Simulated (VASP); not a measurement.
# Cd (P6_3/mmc) in VASP: single point with PBE

Aim: the single point of Cd with PBE.

All numbers are computed with VASP 6.6.1; they aren't measurements. Logs are shortened: lines on timing, memory, paths and dates and some standing lists are left out, and cuts for length are marked.

**1. The cell of the first run**

Symmetry: P6_3/mmc, No. 194, hexagonal system. Conventional cell: a = 3.001 Å, b = 3.001 Å, c = 5.216 Å, α = 90.00°, β = 90.00°, γ = 120.00°. Cd (site symmetry -6m2) has 12 Cd at 3.00 to 3.13 Å within 4.0 Å.

**2. Single point, PBE**

INCAR

```
ALGO = Normal
EDIFF = 1E-6
ENCUT = 520
GGA = PE
ISIF = 2
ISMEAR = -1
LASPH = T
LCHARG = T
LELF = T
LREAL = F
LVHAR = T
LWAVE = F
NBANDS = 19
NELM = 60
PREC = Accurate
SIGMA = 0.05
```

KPOINTS

```
k-points
0
Gamma
  14 14 8
```

POSCAR

```
Cd
1.0
    3.0011065595      0.0000000000      0.0000000000
   -1.5005532798      2.5990345200      0.0000000000
    0.0000000000      0.0000000000      5.2159411116
Cd
2
Direct
    0.3333333333      0.6666666667      0.2500000000
    0.6666666667      0.3333333333      0.7500000000
```

Potentials or basis: VASP PAW PBE potentials, release 64 (Cd).

Command:

```console
> cat potpaw_PBE.64/Cd/POTCAR > POTCAR
> mpirun -np 1 vasp_std > vasp.out
```

OUTCAR:

```text
EDIFF = 1E-6
   ENCUT = 520
   GGA = PE
   ISIF = 2
   ISMEAR = -1
   LASPH = T
   LREAL = F
   NELM = 60
   PREC = Accurate

 ion  position               nearest neighbor table
   1  0.333  0.667  0.250-   2 3.13   2 3.13   2 3.13   2 3.13   2 3.13   2 3.13
   2  0.667  0.333  0.750-   1 3.13   1 3.13   1 3.13   1 3.13   1 3.13   1 3.13

  LATTYP: Found a hexagonal cell.
 ALAT       =     3.0011065595
 C/A-ratio  =     1.7380059682

  Lattice vectors:

 A1 = (   3.0011065595,   0.0000000000,   0.0000000000)
 A2 = (  -1.5005532798,   2.5990345200,   0.0000000000)
 A3 = (   0.0000000000,   0.0000000000,   5.2159411116)

Analysis of symmetry for initial positions (statically):
=====================================================================
 Subroutine PRICEL returns:
 Original cell was already a primitive cell.

 Routine SETGRP: Setting up the symmetry group for a
 hexagonal supercell.

 Subroutine GETGRP returns: Found 24 space group operations
 (whereof 12 operations were pure point group operations)
 out of a pool of 24 trial point group operations.

The static configuration has the point symmetry D_3d.
 The point group associated with its full space group is D_6h.

Analysis of symmetry for dynamics (positions and initial velocities):
=====================================================================
 Subroutine PRICEL returns:
 Original cell was already a primitive cell.

 Routine SETGRP: Setting up the symmetry group for a
 hexagonal supercell.

 Subroutine GETGRP returns: Found 24 space group operations
 (whereof 12 operations were pure point group operations)
 out of a pool of 24 trial point group operations.

The dynamic configuration has the point symmetry D_3d.
 The point group associated with its full space group is D_6h.

 Subroutine INISYM returns: Found 24 space group operations
 (whereof 12 operations are pure point group operations),
 and found     1 'primitive' translations

----------------------------------------------------------------------------------------

                                     Primitive cell

  volume of cell :      40.6842

  direct lattice vectors                    reciprocal lattice vectors
     3.001106560  0.000000000  0.000000000     0.333210428  0.192379130  0.000000000
    -1.500553280  2.599034520  0.000000000     0.000000000  0.384758260  0.000000000
     0.000000000  0.000000000  5.215941112     0.000000000  0.000000000  0.191719956

  length of vectors
     3.001106560  3.001106560  5.215941112     0.384758260  0.384758260  0.191719956

  position of ions in fractional coordinates (direct lattice)
     0.333333333  0.666666667  0.250000000
     0.666666667  0.333333333  0.750000000

  ion indices of the primitive-cell ions
   primitive index   ion index
                 1           1
                 2           2

----------------------------------------------------------------------------------------

 KPOINTS: k-points

Automatic generation of k-mesh.
 Grid dimensions read from file:
 generate k-points for:   14   14    8

 Generating k-lattice:

  Cartesian coordinates                     Fractional coordinates (reciprocal lattice)
     0.023800745  0.013741366  0.000000000     0.071428571  0.000000000  0.000000000
     0.000000000  0.027482733  0.000000000     0.000000000  0.071428571  0.000000000
     0.000000000  0.000000000  0.023964994     0.000000000  0.000000000  0.125000000

  Length of vectors
     0.027482733  0.027482733  0.023964994

  Shift w.r.t. Gamma in fractional coordinates (k-lattice)
     0.000000000  0.000000000  0.000000000

 Subroutine IBZKPT returns following result:
 ===========================================

 Found    120 irreducible k-points:

 Following reciprocal coordinates:
            Coordinates               Weight
  0.000000  0.000000  0.000000      1.000000
  0.071429 -0.000000  0.000000      6.000000
  0.142857  0.000000  0.000000      6.000000
  0.214286 -0.000000  0.000000      6.000000
  0.285714  0.000000  0.000000      6.000000
  0.357143  0.000000  0.000000      6.000000
[... 16 lines left out ...]
  0.285714  0.285714  0.000000      6.000000
  0.357143  0.285714  0.000000      6.000000
 [... further k-points ...]
   k-points           NKPTS =    120   k-points in BZ     NKDIM =    120   number of bands    NBANDS=     19
   number of dos      NEDOS =    301   number of ions     NIONS =      2
   total plane-waves  NPLWV =  23040
   dimension x,y,z NGX =    24 NGY =   24 NGZ =   40
   dimension x,y,z NGXF=    48 NGYF=   48 NGZF=   80
   ions per type =               2
   NGX,Y,Z   is equivalent  to a cutoff of  13.29, 13.29, 12.75 a.u.
   NGXF,Y,Z  is equivalent  to a cutoff of  26.59, 26.59, 25.50 a.u.
 SYSTEM =  unknown system
   PREC   = accura    normal or accurate (medium, high low for compatibility)
   ISTART =      0    job   : 0-new  1-cont  2-samecut
   ICHARG =      2    charge: 1-file 2-atom 10-const
   ISPIN  =      1    spin polarized calculation?
   LNONCOLLINEAR =      F non collinear calculations
   LSORBIT =      F    spin-orbit coupling
   LASPH  =      T    aspherical Exc in radial PAW
   ENCUT  =  520.0 eV  38.22 Ry    6.18 a.u.   5.58  5.58  9.70*2*pi/ulx,y,z
   NELM   =     60;   NELMIN=  2; NELMDL= -5     # of ELM steps
   EDIFF  = 0.1E-05   stopping-criterion for ELM
   LREAL  =      F    real-space projection
   EDIFFG = 0.1E-04   stopping-criterion for IOM
   NSW    =      0    number of steps for IOM
   IBRION =     -1    ionic relax: 0-MD 1-quasi-New 2-CG
   NFREE  =      0    steps in history (QN), initial steepest desc. (CG)
   ISIF   =      2    stress and relaxation
   ISYM   =      2    0-nonsym 1-usesym 2-fastsym
   POTIM  = 0.5000    time-step for ionic-motion
   TEBEG  =    0.0;   TEEND  =   0.0 temperature during run
   PSTRESS=    0.0 pullay stress
   NELECT =      24.0000    total number of electrons
   NUPDOWN=      -1.0000    fix difference up-down
   EMIN   =  10.00;   EMAX   =-10.00  energy-range for DOS
   EFERMI =   0.00;   METHOD = LEGACY
   ISMEAR =    -1;   SIGMA  =   0.05  broadening in eV -4-tet -1-fermi 0-gaus
   EFERMI_NEDOS =   21; number of points for ismear=-14 and -15
   IALGO  =     38    algorithm
   IMIX   =      4    mixing-type and parameters
     AMIX     =   0.40;   BMIX     =  1.00
     AMIX_MAG =   1.60;   BMIX_MAG =  1.00
  volume/ion in A,a.u.               =      20.34       137.28
  Fermi-wavevector in a.u.,A,eV,Ry     =   1.372998  2.594590 25.648658  1.885123
  Thomas-Fermi vector in A             =   2.498554
   LORBIT       =      0    0 simple, 1 ext, 2 COOP (PROOUT), +10 PAW based schemes
   GGA     = PE    functional components
   LHFCALC =     F    Hartree Fock is set to
   AEXX    =    0.0000 exact exchange contribution
   IVDW    =     0    specifies the selected vdW correction
   LEPSILON=     F    determine dielectric tensor
   LRPA    =     F    only Hartree local field effects (RPA)
 non-spin polarized calculation
  energy-cutoff  :      520.00
  volume of cell :       40.68
 maximum number of plane-waves:      1135
 NGX is ok and might be reduce to    24
   NGX = 11   NGY = 11   NGZ = 19

 number of electron      23.9999992 magnetization

 Free energy of the ion-electron system (eV)
  ---------------------------------------------------
  ext. energy  EPLUGINS =         0.00000000
  ---------------------------------------------------
  free energy    TOTEN  =        -1.40475189 eV

  energy without entropy =       -1.40154262  energy(sigma->0) =       -1.40314725

 E-fermi :   3.4898     XC(G=0): -11.3661

 val. band max:        3.4490689114   @ k =   0.3571   0.2857   0.3750
 cond. band min:       3.5365527432   @ k =   0.1429   0.0714   0.1250
 fundamental gap:      0.0874838318
 Fermi energy:         3.4897636882

 k-point     1 :       0.0000    0.0000    0.0000
  band No.  band energies     occupation
      1      -6.6329      2.00000
      2      -6.1766      2.00000
      3      -5.9488      2.00000
      4      -5.9488      2.00000
      5      -5.9261      2.00000
      6      -5.8628      2.00000
[... 11 lines left out ...]
     18      18.9233      0.00000
     19      19.4165      0.00000

 k-point     2 :       0.0714   -0.0000    0.0000
  band No.  band energies     occupation
      1      -6.5849      2.00000
      2      -6.1408      2.00000
      3      -5.9633      2.00000
      4      -5.9028      2.00000
      5      -5.8919      2.00000
      6      -5.8196      2.00000
[... 11 lines left out ...]
     18      19.3678      0.00000
     19      20.2623      0.00000

 k-point     3 :       0.1429    0.0000    0.0000
  band No.  band energies     occupation
      1      -6.4802      2.00000
      2      -6.1255      2.00000
      3      -5.9993      2.00000
      4      -5.8793      2.00000
      5      -5.7718      2.00000
      6      -5.6968      2.00000
[... 11 lines left out ...]
     18      18.2631      0.00000
     19      18.4583      0.00000

 k-point     4 :       0.2143   -0.0000    0.0000
  band No.  band energies     occupation
      1      -6.4583      2.00000
      2      -6.1280      2.00000
      3      -6.0314      2.00000
      4      -5.8844      2.00000
      5      -5.7634      2.00000
      6      -5.6768      2.00000
[... 11 lines left out ...]
     18      16.3953      0.00000
     19      18.1385      0.00000

 k-point     5 :       0.2857    0.0000    0.0000
  band No.  band energies     occupation
      1      -6.5502      2.00000
      2      -6.2478      2.00000
      3      -6.1118      2.00000
      4      -5.8877      2.00000
      5      -5.7483      2.00000
      6      -5.6301      2.00000
[... 11 lines left out ...]
     18      16.0613      0.00000
     19      18.0641      0.00000
[... 334 lines left out ...]
      2      -6.3282      2.00000
      3      -6.1597      2.00000
      4      -5.9600      2.00000
      5      -5.7355      2.00000
      6      -5.7162      2.00000
[... 11 lines left out ...]
     18      12.2226      0.00000
     19      13.1405      0.00000

 k-point    22 :       0.3571    0.2143    0.0000
  band No.  band energies     occupation
      1      -6.4203      2.00000
      2      -6.3648      2.00000
      3      -6.1195      2.00000
      4      -5.9352      2.00000
      5      -5.8148      2.00000
      6      -5.6529      2.00000
[... 11 lines left out ...]
     18      11.9249      0.00000
     19      12.9041      0.00000

 k-point    23 :       0.2857    0.2857    0.0000
  band No.  band energies     occupation
      1      -6.4051      2.00000
      2      -6.1609      2.00000
      3      -6.1267      2.00000
      4      -5.9531      2.00000
      5      -5.8114      2.00000
      6      -5.6866      2.00000
[... 11 lines left out ...]
     18      10.3976      0.00000
     19      11.9922      0.00000

 k-point    24 :       0.3571    0.2857    0.0000
  band No.  band energies     occupation
      1      -6.4186      2.00000
      2      -6.1403      2.00000
      3      -6.0262      2.00000
      4      -5.9221      2.00000
      5      -5.8670      2.00000
      6      -5.7898      2.00000
[... 11 lines left out ...]
     18       9.9791      0.00000
     19      11.6881      0.00000

 [... further k-points ...]

------------------------ aborting loop because EDIFF is reached ----------------------------------------

  FORCE on cell =-STRESS in cart. coord.  units (eV):
  Direction    XX          YY          ZZ          XY          YZ          ZX
  --------------------------------------------------------------------------------------
  -------------------------------------------------------------------------------------
  Total        1.6670456      1.6670456      1.6286736     -0.0000000     -0.0000000      0.0000000
  in kB       65.6495750     65.6495750     64.1384553     -0.0000000     -0.0000000      0.0000000
  external PRESSURE =      65.1458684 kB  Pullay stress =       0.0000000 kB

 VOLUME and BASIS-vectors are now :
 -----------------------------------------------------------------------------
  energy-cutoff  :      520.00
  volume of cell :       40.68
      direct lattice vectors                 reciprocal lattice vectors
     3.001106560  0.000000000  0.000000000     0.333210428  0.192379130  0.000000000
    -1.500553280  2.599034520  0.000000000     0.000000000  0.384758260  0.000000000
     0.000000000  0.000000000  5.215941112     0.000000000  0.000000000  0.191719956

 POSITION                                       TOTAL-FORCE (eV/Angst)
 -----------------------------------------------------------------------------------
     -0.00000      1.73269      1.30399         0.000000     -0.000000      0.000000
      1.50055      0.86634      3.91196        -0.000000      0.000000      0.000000
 -----------------------------------------------------------------------------------
    total drift:                               -0.000000      0.000000      0.000000

  FREE ENERGIE OF THE ION-ELECTRON SYSTEM (eV)
  ---------------------------------------------------
  free  energy   TOTEN  =        -1.4047518908 eV

  energy  without entropy=       -1.4015426174  energy(sigma->0) =       -1.40314725
```

Run time: 20 s. Hardware: 1 thread of Intel Xeon 6975P-C (Granite Rapids), shared host; peak memory 0.21 GiB.

Results:

```
Free energy            : -1.4048 eV
Pressure               : 6.5 GPa
Band gap on the k mesh : zero (bands 12 and 13 overlap by 3.36 eV)
```

Caveat: the cell stands under pressure.
